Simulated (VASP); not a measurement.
Here is a VASP 6.6.1 calculation.

The input INCAR:

```
  PREC = Accurate
  ENCUT = 700
  EDIFF = 1E-6
  ISMEAR = 0
  SIGMA = 0.02
  LREAL = F
  LASPH = T
  NELM = 120
  ALGO = Normal
  ISIF = 2
  LWAVE = F
  LCHARG = F
  GGA = PS
  NBANDS = 22
  GGA_COMPAT = F
```

The input KPOINTS:

```
Automatic mesh
0
Gamma
  12 12 6
```

POSCAR

```
NiO2
1.0
    2.7845257550      0.0000000000      0.0000000000
   -1.3922628775      2.4114700413      0.0000000000
    0.0000000000      0.0000000000      4.8789139732
Ni O
1 2
Direct
    0.0000000000      0.0000000000      0.5000000000
    0.6666666667      0.3333333333      0.6912080179
    0.3333333333      0.6666666667      0.3087919821
```

Potentials or basis: VASP PAW PBE potentials, release 64 (Ni_sv_GW, O).

The run is started by

```console
$ cat potpaw_PBE.64/Ni_sv_GW/POTCAR potpaw_PBE.64/O/POTCAR > POTCAR
$ mpirun -np 1 vasp_std > vasp.out
```

**Question.** Estimate the pressure.

**Answer.** -0.1 GPa.

**Question.** What does it give for the largest force?

**Answer.** 0.041 eV/Å.

Forces on the atoms (eV/Å):
```
Ni   0.000  0.000  0.000
O    0.000  0.000  0.041
O    0.000  0.000 -0.041
```

Caveat: the PAW data sets were made with another functional, which shifts forces and pressure a little; the run has no spin polarisation, though such a crystal can be magnetic. Spin polarisation is off, so any magnetic state and its effect on volume and gap are missing.
